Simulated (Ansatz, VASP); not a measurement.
KI: VASP beside Ansatz

INCAR

```
SYSTEM = KI
PREC = Accurate
ENCUT = 400
EDIFF = 1E-8
ISMEAR = -1
SIGMA = 0.02
LREAL = .FALSE.
LASPH = .TRUE.
NELM = 120
ALGO = Normal
ISIF = 2
LWAVE = .FALSE.
LCHARG = .FALSE.
GGA = PE
LEFG = .TRUE.
NBANDS = 15
GGA_COMPAT = .FALSE.
```

File KPOINTS:

```
Automatic mesh
0
G
  6 6 6
  0 0 0
```

Contents of POSCAR:

```
KI
1.0
    0.0000000000      3.5478920710      3.5478920710
    3.5478920710      0.0000000000      3.5478920710
    3.5478920710      3.5478920710      0.0000000000
K I
1 1
Direct
    0.0000000000      0.0000000000      0.0000000000
    0.5000000000      0.5000000000      0.5000000000
```

Input for Ansatz:

```yaml
crystal:
  lattice:
    - [0.0, 3.547892071, 3.547892071]
    - [3.547892071, 0.0, 3.547892071]
    - [3.547892071, 3.547892071, 0.0]
  atoms:
    - { symbol: K, position: [0.0, 0.0, 0.0] }
    - { symbol: I, position: [0.5, 0.5, 0.5] }
kpoints:
  mp_grid: { grid: [6, 6, 6] }
scf:
  occupations: { method: fermi_dirac, width: 0.02 }
hamiltonian:
  xc: pbe
  pseudopotentials: { kind: paw }
output:
  forces: true
  stress: true
  eigenvalues: true
  efg: { contact_densities: true }
```

Change from the starting cell: volume scaled by 1.02, PAW files.

Alike in both runs: task electric field gradients; functional PBE; k mesh 6 × 6 × 6; occupations fermi-dirac, width 0.02 eV; no spin polarisation.

|  | VASP | Ansatz |
| --- | --- | --- |
| version | VASP 6.6.1 | Ansatz 0.2.0 |
| potentials or method | VASP PAW PBE potentials, release 64 (K_sv, I) | PAW with Ansatz's default frozen-core files, scalar-relativistic |
| plane-wave cutoff (eV) | 400 | 420 |
| valence electrons in the cell | 16 | 26 |

|  | VASP | Ansatz | Ansatz less VASP |
| --- | --- | --- | --- |
| gap on the k mesh at the Fermi level (eV) | 3.93 | 3.94 | +0.004 |
| pressure (GPa) | 0.4 | 0.4 | -0.03 |

VASP's potentials hold 16 valence electrons a cell and Ansatz's 26, so a difference there can come from the potentials and not from the codes.

Neither program's run includes spin-orbit coupling.
